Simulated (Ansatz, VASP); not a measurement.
BiSe3: VASP beside Ansatz

The input INCAR:

```
SYSTEM = BiSe3
PREC     = Accurate       ! precision mode
ENCUT    = 600            ! plane-wave cutoff, eV
EDIFF    = 1E-6           ! SCF threshold, eV
ISMEAR   = 0              ! smearing method
SIGMA    = 0.1            ! smearing width, eV
LREAL    = .FALSE.        ! projectors in reciprocal space
LASPH    = .TRUE.         ! aspherical terms in the spheres
NELM     = 60             ! most SCF steps
ALGO     = Normal         ! electronic algorithm
ISIF     = 3              ! what is computed and relaxed
LWAVE    = .FALSE.        ! write WAVECAR
LCHARG   = .FALSE.        ! write CHGCAR
GGA      = PE             ! functional
IBRION   = 2              ! ionic algorithm
NSW      = 100            ! ionic steps
EDIFFG   = -0.01          ! ionic threshold
```

File KPOINTS:

```
regular mesh
0
G
  12 12 12
  0 0 0
```

The input POSCAR:

```
BiSe3
1.0
    0.0000000000      3.6009248270      3.6009248270
    3.6009248270      0.0000000000      3.6009248270
    3.6009248270      3.6009248270      0.0000000000
Bi Se
1 3
Direct
    0.5000000000      0.5000000000      0.5000000000
    0.2500000000      0.2500000000      0.2500000000
    0.7500000000      0.7500000000      0.7500000000
    0.0000000000      0.0000000000      0.0000000000
```

Input for Ansatz:

```yaml
crystal:
  lattice:
    - [0.0, 3.600924827, 3.600924827]
    - [3.600924827, 0.0, 3.600924827]
    - [3.600924827, 3.600924827, 0.0]
  atoms:
    - { symbol: Bi, position: [0.5, 0.5, 0.5] }
    - { symbol: Se, position: [0.25, 0.25, 0.25] }
    - { symbol: Se, position: [0.75, 0.75, 0.75] }
    - { symbol: Se, position: [0.0, 0.0, 0.0] }
basis:
  ecutwfc: 420
kpoints:
  mp_grid: { grid: [12, 12, 12] }
hamiltonian:
  xc: pbe
scf:
  occupations: { method: gaussian, width: 0.1 }
output:
  forces: true
  stress: true
  eigenvalues: true
relax:
  adjacent_minimum: "off"
  f_tol: 0.01
  max_steps: 80
  cell: { stress_tol: 0.05 }
```

Alike in both runs: task relaxation of cell and atoms; functional PBE; k mesh 12 × 12 × 12; occupations gaussian, width 0.1 eV; no spin polarisation.

|  | VASP | Ansatz |
| --- | --- | --- |
| version | VASP 6.6.1 | Ansatz 0.2.0 |
| potentials or method | VASP PAW PBE potentials, release 64 (Bi_d, Se), cutoff 600 eV | scalar-relativistic, plane waves, PAW |
| valence electrons in the cell | 33 | 63 |

```tsv
	VASP	Ansatz	Ansatz less VASP
gap on the k mesh at the Fermi level, each at its own relaxed structure (eV)	none	none	-
relaxed volume (Å³/atom)	23.30	23.30	+0.006
relaxed cell length with the largest relative difference (Å)	5.089	5.089	+0.0004
```

A gap of «none» marks a metal or a gap that the smearing closes. VASP's potentials hold 33 valence electrons a cell and Ansatz's 63, so a difference there can come from the potentials and not from the codes.

Spin-orbit coupling is off throughout.
